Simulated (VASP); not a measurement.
A run of VASP 6.6.1 is set up as follows.

File INCAR:

```
SYSTEM = AgCl
PREC = Accurate
ENCUT = 600
EDIFF = 1E-6
ISMEAR = -1
SIGMA = 0.02
LREAL = .FALSE.
LASPH = .TRUE.
NELM = 100
ALGO = Normal
ISIF = 3
LWAVE = .FALSE.
LCHARG = .FALSE.
GGA = CA
IBRION = 2
NSW = 80
EDIFFG = -0.005
```

File KPOINTS:

```
regular mesh
0
G
  6 6 6
  0 0 0
```

POSCAR

```
AgCl
1.0
    1.8932558655     -5.8090442119      0.0000000000
    1.8932558655      5.8090442119      0.0000000000
    0.0000000000      0.0000000000      3.8943283461
Ag Cl
2 2
Direct
    0.3939753897      0.6060246103      0.7500000000
    0.6060246103      0.3939753897      0.2500000000
    0.8664567803      0.1335432197      0.2500000000
    0.1335432197      0.8664567803      0.7500000000
```

Potentials or basis: VASP PAW LDA potentials, release 64 (Ag, Cl).

The run is started by

```sh
$ cat potpaw_LDA.64/Ag/POTCAR potpaw_LDA.64/Cl/POTCAR > POTCAR
$ mpirun -np 1 vasp_std > vasp.out
```

Problem. Estimate the band gap on the k mesh.

Solution. 0.31 eV (least direct gap 1.88 eV).

Problem. Predict the space group after relaxing (to 0.1 Å).

Solution. Cmcm (No. 63).

Final structure:
```
Ag Cl
1.0
     1.83202   -5.31993    0.00000
     1.83202    5.31993    0.00000
     0.00000    0.00000    3.76789
Ag Cl
2 2
Direct
  0.39958 0.60042 0.75000
  0.60042 0.39958 0.25000
  0.86347 0.13653 0.25000
  0.13653 0.86347 0.75000
```

A k mesh can miss the band edges.
